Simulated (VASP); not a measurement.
Set up this calculation in VASP 6.6.1, as the native input.

* Task: single point
* Functional: BLYP
* Dispersion: D4
* Potentials or basis: VASP PAW PBE potentials, release 64 (Hf_pv)
* Cutoff: 520 eV
* k mesh: 10 × 10 × 10
* Occupations: fermi-dirac, width 0.05 eV
* Spin: no spin polarisation
* Dipole correction: no
* Further INCAR settings: ALGO = Normal; EDIFF = 1e-06; NBANDS = 11

The structure of Hf lies in POSCAR:

```
Hf
1.0
    0.0000000000      2.2409083708      2.2409083708
    2.2409083708      0.0000000000      2.2409083708
    2.2409083708      2.2409083708      0.0000000000
Hf
1
Direct
    0.0000000000      0.0000000000      0.0000000000
```

One way to write it, as run:

INCAR

```
SYSTEM = Hf
PREC = Accurate
ENCUT = 520
EDIFF = 1E-6
ISMEAR = -1
SIGMA = 0.05
LREAL = .False.
LASPH = .True.
NELM = 60
ALGO = Normal
ISIF = 2
LWAVE = .False.
LCHARG = .False.
GGA = B5
ALDAX = 1.0
AGGAX = 1.0
AGGAC = 1.0
ALDAC = 0.0
IVDW = 13
VDW_S6 = 1.0
VDW_S8 = 2.34076671
VDW_A1 = 0.44488865
VDW_A2 = 4.0933009
NBANDS = 11
```

KPOINTS

```
regular mesh
0
Gamma
  10 10 10
  0 0 0
```

Potentials or basis: VASP PAW PBE potentials, release 64 (Hf_pv).

Command:

```sh
$ cat potpaw_PBE.64/Hf_pv/POTCAR > POTCAR
$ mpirun -np 1 vasp_std > vasp.out
```

Results of the run:

```
Pressure                   : 0.0 GPa
Band gap on the k mesh     : zero (band 5 reaches 6.52 eV, above the bottom of band 6 at 4.84 eV)
Dispersion energy per atom : -0.374 eV
```

Caveat: the PAW data sets were made with another functional, which shifts forces and pressure a little; spin-orbit coupling is left out, which moves the levels of the heavy elements; pairwise dispersion overbinds metals, which lowers pressure and volume.

It took 14 s on 1 thread of Intel Xeon 6975P-C (shared host), peak memory 0.14 GiB.
